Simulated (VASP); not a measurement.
A run of VASP 6.6.1 is set up as follows.

The input POSCAR:

```
KBr
1.0
    0.0000000000      3.3358273371      3.3358273371
    3.3358273371      0.0000000000      3.3358273371
    3.3358273371      3.3358273371      0.0000000000
K Br
1 1
Direct
    0.0000000000      0.0000000000      0.0000000000
    0.5000000000      0.5000000000      0.5000000000
```

Contents of INCAR.step1:

```
  PREC = Accurate
  ENCUT = 440
  ISMEAR = -1
  SIGMA = 0.01
  LREAL = F
  LASPH = T
  NELM = 120
  NBANDS = 15
  GGA = PE
  ALGO = Normal
  EDIFF = 1E-5
  LWAVE = T
  LCHARG = F
  GGA_COMPAT = F
```

The input INCAR.step2:

```
  PREC = Accurate
  ENCUT = 440
  EDIFF = 1E-8
  ISMEAR = -1
  SIGMA = 0.01
  LREAL = F
  LASPH = T
  NELM = 120
  ALGO = Normal
  ISIF = 2
  LWAVE = F
  LCHARG = F
  METAGGA = R2SCAN
  LMIXTAU = T
  LEFG = T
  NBANDS = 15
  ISTART = 1
  GGA_COMPAT = F
```

KPOINTS

```
regular mesh
0
Gamma
  7 7 7
```

Potentials or basis: VASP PAW PBE potentials, release 64 (K_sv, Br).

Launch:

```bash
$ cat potpaw_PBE.64/K_sv/POTCAR potpaw_PBE.64/Br/POTCAR > POTCAR
$ cp INCAR.step1 INCAR
$ mpirun -np 1 vasp_std > vasp.out
$ cp INCAR.step2 INCAR
$ mpirun -np 1 vasp_std > vasp.out
```

(1) Estimate the pressure.

(2) Predict the band gap on the k mesh.

Answers

(1) -0.4 GPa.

(2) 4.99 eV.

Caveat: the PAW data sets were made with another functional, which shifts forces and pressure a little; an odd mesh through Γ misses points on the zone boundary, where band edges can lie.
